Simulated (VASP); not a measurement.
# Ti (P6_3/mmc) in VASP: a series of runs

The runs below take Ti through single point, relaxation of cell and atoms, with PBE+D3(BJ).

Program: VASP 6.6.1. These are calculated values, not measurements. Logs are shortened: lines on timing, memory, paths and dates and some standing lists are left out, and cuts for length are marked.

## (1) The cell of the first run

It takes space group P6_3/mmc (No. 194, hexagonal). The conventional cell has a = 2.887 Å, b = 2.887 Å, c = 4.574 Å, α = 90.00°, β = 90.00°, γ = 120.00°. Within 3.7 Å of Ti (site symmetry -6m2) lie 12 Ti at 2.83 to 2.89 Å.

## (2) Single point, PBE+D3(BJ)

Contents of INCAR:

```
PREC = Accurate ; ENCUT = 520
EDIFF = 1E-6 ; ISMEAR = 0
SIGMA = 0.1 ; LREAL = F
LASPH = T ; NELM = 100
ALGO = Fast ; ISIF = 2
LWAVE = F ; LCHARG = F
GGA = PE ; IVDW = 12
NBANDS = 19
```

Contents of KPOINTS:

```
Automatic mesh
0
Gamma
  18 18 10
```

Contents of POSCAR:

```
Ti
1.0
    2.8866789191      0.0000000000      0.0000000000
   -1.4433394596      2.4999372765      0.0000000000
    0.0000000000      0.0000000000      4.5740712737
Ti
2
Direct
    0.3333333333      0.6666666667      0.2500000000
    0.6666666667      0.3333333333      0.7500000000
```

Potentials or basis: VASP PAW PBE potentials, release 64 (Ti_sv).

Run with:

```bash
$ cat potpaw_PBE.64/Ti_sv/POTCAR > POTCAR
$ mpirun -np 1 vasp_std > vasp.out
```

OUTCAR:

```text
PREC = Accurate
   ENCUT = 520
   EDIFF = 1E-6
   ISMEAR = 0
   LREAL = F
   LASPH = T
   NELM = 100
   ISIF = 2
   GGA = PE
   IVDW = 12
 IVDW          = 12

 ion  position               nearest neighbor table
   1  0.333  0.667  0.250-   2 2.83   2 2.83   2 2.83   2 2.83   2 2.83   2 2.83
   2  0.667  0.333  0.750-   1 2.83   1 2.83   1 2.83   1 2.83   1 2.83   1 2.83

  LATTYP: Found a hexagonal cell.
 ALAT       =     2.8866789191
 C/A-ratio  =     1.5845445240

  Lattice vectors:

 A1 = (   2.8866789191,   0.0000000000,   0.0000000000)
 A2 = (  -1.4433394596,   2.4999372765,   0.0000000000)
 A3 = (   0.0000000000,   0.0000000000,   4.5740712737)

Analysis of symmetry for initial positions (statically):
=====================================================================
 Subroutine PRICEL returns:
 Original cell was already a primitive cell.

 Routine SETGRP: Setting up the symmetry group for a
 hexagonal supercell.

 Subroutine GETGRP returns: Found 24 space group operations
 (whereof 12 operations were pure point group operations)
 out of a pool of 24 trial point group operations.

The static configuration has the point symmetry D_3d.
 The point group associated with its full space group is D_6h.

Analysis of symmetry for dynamics (positions and initial velocities):
=====================================================================
 Subroutine PRICEL returns:
 Original cell was already a primitive cell.

 Routine SETGRP: Setting up the symmetry group for a
 hexagonal supercell.

 Subroutine GETGRP returns: Found 24 space group operations
 (whereof 12 operations were pure point group operations)
 out of a pool of 24 trial point group operations.

The dynamic configuration has the point symmetry D_3d.
 The point group associated with its full space group is D_6h.

 Subroutine INISYM returns: Found 24 space group operations
 (whereof 12 operations are pure point group operations),
 and found     1 'primitive' translations

----------------------------------------------------------------------------------------

                                     Primitive cell

  volume of cell :      33.0089

  direct lattice vectors                    reciprocal lattice vectors
     2.886678919  0.000000000  0.000000000     0.346418853  0.200005018  0.000000000
    -1.443339460  2.499937276  0.000000000     0.000000000  0.400010036  0.000000000
     0.000000000  0.000000000  4.574071274     0.000000000  0.000000000  0.218623616

  length of vectors
     2.886678919  2.886678919  4.574071274     0.400010036  0.400010036  0.218623616

  position of ions in fractional coordinates (direct lattice)
     0.333333333  0.666666667  0.250000000
     0.666666667  0.333333333  0.750000000

  ion indices of the primitive-cell ions
   primitive index   ion index
                 1           1
                 2           2

----------------------------------------------------------------------------------------

 KPOINTS: Automatic mesh

Automatic generation of k-mesh.
 Grid dimensions read from file:
 generate k-points for:   18   18   10

 Generating k-lattice:

  Cartesian coordinates                     Fractional coordinates (reciprocal lattice)
     0.019245492  0.011111390  0.000000000     0.055555556  0.000000000  0.000000000
     0.000000000  0.022222780  0.000000000     0.000000000  0.055555556  0.000000000
     0.000000000  0.000000000  0.021862362     0.000000000  0.000000000  0.100000000

  Length of vectors
     0.022222780  0.022222780  0.021862362

  Shift w.r.t. Gamma in fractional coordinates (k-lattice)
     0.000000000  0.000000000  0.000000000

 Subroutine IBZKPT returns following result:
 ===========================================

 Found    222 irreducible k-points:

 Following reciprocal coordinates:
            Coordinates               Weight
  0.000000  0.000000  0.000000      1.000000
  0.055556  0.000000  0.000000      6.000000
  0.111111  0.000000  0.000000      6.000000
  0.166667 -0.000000  0.000000      6.000000
  0.222222  0.000000  0.000000      6.000000
  0.277778 -0.000000  0.000000      6.000000
[... 16 lines left out ...]
  0.333333  0.111111  0.000000     12.000000
  0.388889  0.111111  0.000000     12.000000
 [... further k-points ...]
   k-points           NKPTS =    222   k-points in BZ     NKDIM =    222   number of bands    NBANDS=     19
   number of dos      NEDOS =    301   number of ions     NIONS =      2
   total plane-waves  NPLWV =  20736
   dimension x,y,z NGX =    24 NGY =   24 NGZ =   36
   dimension x,y,z NGXF=    48 NGYF=   48 NGZF=   72
   ions per type =               2
   NGX,Y,Z   is equivalent  to a cutoff of  13.82, 13.82, 13.08 a.u.
   NGXF,Y,Z  is equivalent  to a cutoff of  27.64, 27.64, 26.17 a.u.
 SYSTEM =  unknown system
   PREC   = accura    normal or accurate (medium, high low for compatibility)
   ISTART =      0    job   : 0-new  1-cont  2-samecut
   ICHARG =      2    charge: 1-file 2-atom 10-const
   ISPIN  =      1    spin polarized calculation?
   LNONCOLLINEAR =      F non collinear calculations
   LSORBIT =      F    spin-orbit coupling
   LASPH  =      T    aspherical Exc in radial PAW
   ENCUT  =  520.0 eV  38.22 Ry    6.18 a.u.   5.37  5.37  8.50*2*pi/ulx,y,z
   NELM   =    100;   NELMIN=  2; NELMDL= -5     # of ELM steps
   EDIFF  = 0.1E-05   stopping-criterion for ELM
   LREAL  =      F    real-space projection
[... 7 lines left out ...]
   TEBEG  =    0.0;   TEEND  =   0.0 temperature during run
   PSTRESS=    0.0 pullay stress
   NELECT =      24.0000    total number of electrons
   NUPDOWN=      -1.0000    fix difference up-down
   EMIN   =  10.00;   EMAX   =-10.00  energy-range for DOS
   EFERMI =   0.00;   METHOD = LEGACY
   ISMEAR =     0;   SIGMA  =   0.10  broadening in eV -4-tet -1-fermi 0-gaus
   EFERMI_NEDOS =   21; number of points for ismear=-14 and -15
   IALGO  =     68    algorithm
   IMIX   =      4    mixing-type and parameters
     AMIX     =   0.40;   BMIX     =  1.00
     AMIX_MAG =   1.60;   BMIX_MAG =  1.00
  volume/ion in A,a.u.               =      16.50       111.38
  Fermi-wavevector in a.u.,A,eV,Ry     =   1.472092  2.781851 29.484587  2.167056
  Thomas-Fermi vector in A             =   2.587149
   LORBIT       =      0    0 simple, 1 ext, 2 COOP (PROOUT), +10 PAW based schemes
   GGA     = PE    functional components
   LHFCALC =     F    Hartree Fock is set to
   AEXX    =    0.0000 exact exchange contribution
   IVDW    =    12    specifies the selected vdW correction
   LEPSILON=     F    determine dielectric tensor
   LRPA    =     F    only Hartree local field effects (RPA)
 non-spin polarized calculation
 RMM-DIIS sequential band-by-band and
 Gauss-broadening in eV      SIGMA  =   0.10
  energy-cutoff  :      520.00
  volume of cell :       33.01
 maximum number of plane-waves:       911
 NGX is ok and might be reduce to    24
   NGX = 11   NGY = 11   NGZ = 17

 number of electron      24.0000001 magnetization

 Free energy of the ion-electron system (eV)
  ---------------------------------------------------
  ext. energy  EPLUGINS =         0.00000000
  ---------------------------------------------------
  free energy    TOTEN  =       -15.64591793 eV

  energy without entropy =      -15.63698077  energy(sigma->0) =      -15.64144935

 E-fermi :   8.8968     XC(G=0): -11.7403

 val. band max:        8.8821862345   @ k =   0.3333   0.1667   0.4000
 cond. band min:       8.9002523842   @ k =   0.0556   0.0000   0.5000
 fundamental gap:      0.0180661497
 Fermi energy:         8.8968437750

 k-point     1 :       0.0000    0.0000    0.0000
  band No.  band energies     occupation
      1     -47.8915      2.00000
      2     -47.7239      2.00000
      3     -24.5399      2.00000
      4     -23.7887      2.00000
      5     -23.7887      2.00000
      6     -23.7067      2.00000
[... 11 lines left out ...]
     18      10.6040      0.00000
     19      12.2383      0.00000

 k-point     2 :       0.0556    0.0000    0.0000
  band No.  band energies     occupation
      1     -47.8877      2.00000
      2     -47.7224      2.00000
      3     -24.5318      2.00000
      4     -23.8053      2.00000
      5     -23.7943      2.00000
      6     -23.7101      2.00000
[... 11 lines left out ...]
     18      10.5506      0.00000
     19      12.2676      0.00000

 k-point     3 :       0.1111    0.0000    0.0000
  band No.  band energies     occupation
      1     -47.8768      2.00000
      2     -47.7181      2.00000
      3     -24.5083      2.00000
      4     -23.8533      2.00000
      5     -23.8100      2.00000
      6     -23.7387      2.00000
[... 11 lines left out ...]
     18      10.4551      0.00000
     19      12.3411      0.00000

 k-point     4 :       0.1667   -0.0000    0.0000
  band No.  band energies     occupation
      1     -47.8598      2.00000
      2     -47.7119      2.00000
      3     -24.4706      2.00000
      4     -23.9272      2.00000
      5     -23.8335      2.00000
      6     -23.8129      2.00000
[... 11 lines left out ...]
     18      10.7276      0.00000
     19      12.4308      0.00000

 k-point     5 :       0.2222    0.0000    0.0000
  band No.  band energies     occupation
      1     -47.8382      2.00000
      2     -47.7049      2.00000
      3     -24.4214      2.00000
      4     -24.0185      2.00000
      5     -23.9016      2.00000
      6     -23.8614      2.00000
[... 11 lines left out ...]
     18      11.0803      0.00000
     19      12.5154      0.00000

 k-point     6 :       0.2778   -0.0000    0.0000
  band No.  band energies     occupation
      1     -47.8142      2.00000
      2     -47.6984      2.00000
      3     -24.3640      2.00000
      4     -24.1163      2.00000
      5     -23.9935      2.00000
      6     -23.8903      2.00000
[... 11 lines left out ...]
     18      11.4832      0.00000
     19      12.5846      0.00000

 k-point     7 :       0.3333    0.0000    0.0000
  band No.  band energies     occupation
      1     -47.7901      2.00000
      2     -47.6937      2.00000
      3     -24.3027      2.00000
      4     -24.2084      2.00000
      5     -24.0776      2.00000
      6     -23.9168      2.00000
[... 11 lines left out ...]
     18      11.8983      0.00000
     19      12.6354      0.00000

 k-point     8 :       0.3889   -0.0000    0.0000
  band No.  band energies     occupation
      1     -47.7686      2.00000
      2     -47.6916      2.00000
      3     -24.2835      2.00000
      4     -24.2439      2.00000
      5     -24.1448      2.00000
      6     -23.9381      2.00000
[... 256 lines left out ...]
 k-point    20 :       0.1667    0.1111    0.0000
  band No.  band energies     occupation
      1     -47.8296      2.00000
      2     -47.7023      2.00000
      3     -24.4011      2.00000
      4     -24.0236      2.00000
      5     -23.9749      2.00000
      6     -23.8431      2.00000
[... 11 lines left out ...]
     18      11.3821      0.00000
     19      12.4849      0.00000

 k-point    21 :       0.2222    0.1111    0.0000
  band No.  band energies     occupation
      1     -47.8066      2.00000
      2     -47.6966      2.00000
      3     -24.3452      2.00000
      4     -24.1123      2.00000
      5     -24.0406      2.00000
      6     -23.8868      2.00000
[... 11 lines left out ...]
     18      11.8491      0.00000
     19      12.5285      0.00000

 k-point    22 :       0.2778    0.1111    0.0000
  band No.  band energies     occupation
      1     -47.7834      2.00000
      2     -47.6927      2.00000
      3     -24.2852      2.00000
      4     -24.1983      2.00000
      5     -24.0982      2.00000
      6     -23.9287      2.00000
[... 11 lines left out ...]
     18      12.3527      0.00000
     19      12.5620      0.00000

 k-point    23 :       0.3333    0.1111    0.0000
  band No.  band energies     occupation
      1     -47.7626      2.00000
      2     -47.6914      2.00000
      3     -24.2685      2.00000
      4     -24.2269      2.00000
      5     -24.1445      2.00000
      6     -23.9627      2.00000
[... 11 lines left out ...]
     18      12.5843      0.00000
     19      12.8730      0.00000

 k-point    24 :       0.3889    0.1111    0.0000
  band No.  band energies     occupation
      1     -47.7472      2.00000
      2     -47.6923      2.00000
      3     -24.3141      2.00000
      4     -24.1799      2.00000
      5     -24.1747      2.00000
      6     -23.9845      2.00000
[... 11 lines left out ...]
     18      12.5967      0.00000
     19      13.3960      0.00000

 [... further k-points ...]

------------------------ aborting loop because EDIFF is reached ----------------------------------------

 Edisp (eV)   -1.26906

 E8    (eV) :    -0.6026

  FORCE on cell =-STRESS in cart. coord.  units (eV):
  Direction    XX          YY          ZZ          XY          YZ          ZX
  --------------------------------------------------------------------------------------
  -------------------------------------------------------------------------------------
  Total      -0.10996    -0.10996    -0.11236     0.00000     0.00000     0.00000
  in kB      -5.33732    -5.33732    -5.45375     0.00000     0.00000     0.00000
  external pressure =       -5.38 kB  Pullay stress =        0.00 kB

 VOLUME and BASIS-vectors are now :
 -----------------------------------------------------------------------------
  energy-cutoff  :      520.00
  volume of cell :       33.01
      direct lattice vectors                 reciprocal lattice vectors
     2.886678919  0.000000000  0.000000000     0.346418853  0.200005018  0.000000000
    -1.443339460  2.499937276  0.000000000     0.000000000  0.400010036  0.000000000
     0.000000000  0.000000000  4.574071274     0.000000000  0.000000000  0.218623616

 POSITION                                       TOTAL-FORCE (eV/Angst)
 -----------------------------------------------------------------------------------
     -0.00000      1.66662      1.14352        -0.000000      0.000000      0.000000
      1.44334      0.83331      3.43055         0.000000     -0.000000      0.000000
 -----------------------------------------------------------------------------------
    total drift:                               -0.000000      0.000000     -0.000000

  FREE ENERGIE OF THE ION-ELECTRON SYSTEM (eV)
  ---------------------------------------------------
  free  energy   TOTEN  =       -16.9149733670 eV

  energy  without entropy=      -16.9060362004  energy(sigma->0) =      -16.91050478
```

Run time: 2.5 min. Hardware: 1 thread of Intel Xeon 6975P-C (Granite Rapids), shared host; peak memory 0.25 GiB.

What came out:

- Free energy: -16.9150 eV
- Pressure: -0.5 GPa
- Band gap on the k mesh: zero (band 12 reaches 9.69 eV, above the bottom of band 13 at 8.56 eV)
- Dispersion energy per atom: -0.635 eV

Caveat: pairwise dispersion overbinds metals, which lowers pressure and volume.

## (3) Relaxation of cell and atoms, PBE+D3(BJ)

This run uses another cell than the first one, of 17.39 Å³/atom, 1.054 times its volume.

Contents of INCAR:

```
ALGO = Fast ; EDIFF = 1E-7
EDIFFG = -0.005 ; ENCUT = 600
GGA = PE ; IBRION = 2
ISIF = 3 ; ISMEAR = 0
IVDW = 12 ; LASPH = True
LCHARG = False ; LREAL = False
LWAVE = False ; NELM = 60
NSW = 70 ; PREC = Accurate
SIGMA = 0.1
```

Contents of KPOINTS:

```
k-points
0
Gamma
  18 18 10
```

Contents of POSCAR:

```
Ti
1.0
    2.9385821063      0.0000000000      0.0000000000
   -1.4692910532      2.5448867552      0.0000000000
    0.0000000000      0.0000000000      4.6504271807
Ti
2
Direct
    0.3333333333      0.6666666667      0.2500000000
    0.6666666667      0.3333333333      0.7500000000
```

Potentials or basis: VASP PAW PBE potentials, release 64 (Ti_sv).

Run with:

```bash
$ cat potpaw_PBE.64/Ti_sv/POTCAR > POTCAR
$ mpirun -np 1 vasp_std > vasp.out
```

Wall time 11 min (1 thread of Intel Xeon 6975P-C (Granite Rapids), shared host); peak memory 0.31 GiB.

It converged, with:

| Item | Value |
| --- | --- |
| Free energy | -16.9153 eV |
| Relaxed volume | 16.46 Å³/atom |
| Relaxed cell | a = 2.884 Å, b = 2.884 Å, c = 4.568 Å, α = 90.00°, β = 90.00°, γ = 120.00° |
| Space group after relaxing (to 0.05 Å) | P6_3/mmc (No. 194) |
| Energy gained by relaxing | 18.4 meV/atom |
| Ionic steps | 5 |
| Pressure after relaxing | 0.0 GPa |
| Band gap on the k mesh | zero (band 12 reaches 9.72 eV, above the bottom of band 13 at 8.60 eV) |
| Dispersion energy per atom | -0.636 eV |

The path:
```
step  energy change (eV)  largest force (eV/Å)  pressure (GPa)  volume (Å³)
   1              0.0000                0.0000           -6.05        34.78
   2             -0.0152                0.0000            5.34        31.57
   3             -0.0368                0.0000           -0.01        32.92
   4             -0.0368                0.0000            0.08        32.88
   5             -0.0368                0.0000            0.00        32.91
```

Final structure:
```
Ti
1.0
     2.88448    0.00000    0.00000
    -1.44224    2.49804    0.00000
     0.00000    0.00000    4.56788
Ti
2
Cartesian
  0.0000 1.6654 1.1420
  1.4422 0.8327 3.4259
```

Levels at points of the mesh, in eV from the Fermi level:
```csv
k point,band 9,band 10,band 11,band 12,band 13,band 14,band 15,band 16
"(0.00, 0.00, 0.00)",-6.34,-2.83,0.79,0.79,0.92,0.92,1.33,1.33
"(0.50, 0.00, 0.00)",-2.43,-2.33,-2.00,-0.58,0.48,0.67,1.25,3.56
"(0.00, 0.00, 0.50)",-4.41,-4.41,0.07,0.07,0.69,0.69,0.69,0.69
"(0.50, 0.00, 0.50)",-2.70,-2.70,-0.89,-0.89,1.47,1.47,1.82,1.82
```

Caveat: pairwise dispersion overbinds metals, which lowers pressure and volume.
